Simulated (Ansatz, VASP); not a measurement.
**Hf2N: VASP beside Ansatz**

```
Hf N
1.0
     5.31312    0.00000    0.00000
     0.00000    5.31312    0.00000
     0.00000    0.00000    3.24210
Hf N
4 2
Cartesian
  1.5702 1.5702 0.0000
  3.7429 3.7429 0.0000
  4.2268 1.0863 1.6210
  1.0863 4.2268 1.6210
  0.0000 0.0000 0.0000
  2.6566 2.6566 1.6210
```

Alike in both runs: task single point; functional r2SCAN; k mesh 4 × 4 × 8; occupations gaussian, width 0.1 eV; no spin polarisation.

|  | VASP | Ansatz |
| --- | --- | --- |
| version | VASP 6.6.1 | Ansatz 0.2.0 |
| potentials or method | VASP PAW PBE potentials, release 64 (Hf_pv, N), cutoff 520 eV | scalar-relativistic, plane waves, PAW |
| valence electrons in the cell | 50 | 114 |

|  | VASP | Ansatz | Ansatz less VASP |
| --- | --- | --- | --- |
| gap on the k mesh at the Fermi level (eV) | none | none | - |
| pressure (GPa) | 0.0 | 1.5 | +1.50 |
| traceless stress, the component that is largest in VASP (GPa) | -0.07 | 0.05 | +0.119 |
| rms of the force components (eV/Å) | 0.039 | 0.032 | -0.0069 |

VASP's potentials were made for PBE, not for r2SCAN. Atom by atom the forces differ by 0.007 eV/Å (rms over components). A gap of «none» marks a metal or a gap that the smearing closes. VASP's potentials hold 50 valence electrons a cell and Ansatz's 114, so a difference there can come from the potentials and not from the codes.

Spin-orbit coupling is off throughout.
